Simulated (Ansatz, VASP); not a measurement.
Two plane-wave programs on Mn

```
Mn
1.0
     4.27280    0.00000    0.00000
    -2.13640    3.70035    0.00000
     0.00000    0.00000    2.58102
Mn
3
Direct
  0.00000 0.00000 0.00000
  0.33333 0.66667 0.50000
  0.66667 0.33333 0.50000
```

Alike in both runs: task single point; functional r2SCAN; k mesh 9 × 9 × 13; occupations fermi-dirac, width 0.05 eV; collinear spin.

|  | VASP | Ansatz |
| --- | --- | --- |
| version | VASP 6.6.1 | Ansatz 0.2.0 |
| potentials or method | VASP PAW PBE potentials, release 64 (Mn_pv), cutoff 520 eV | plane waves (500 eV) with PAW, scalar-relativistic |
| valence electrons in the cell | 39 | 45 |

```tsv
	VASP	Ansatz	Ansatz less VASP
pressure (GPa)	13.7	13.4	-0.32
traceless stress, the component that is largest in VASP (GPa)	1.09	1.22	+0.128
net moment per atom (μB)	3.59	3.58	-0.008
size of the moment on the site where the two differ most (μB)	3.58	3.52	-0.068
```

VASP's potentials were made for PBE, not for r2SCAN. Site moments also hang on the region over which each program counts them. The functional is the same, so the differences come from potentials, cutoffs and numerics. VASP's potentials hold 39 valence electrons a cell and Ansatz's 45, so a difference there can come from the potentials and not from the codes. Ansatz's warnings: stability check not made.
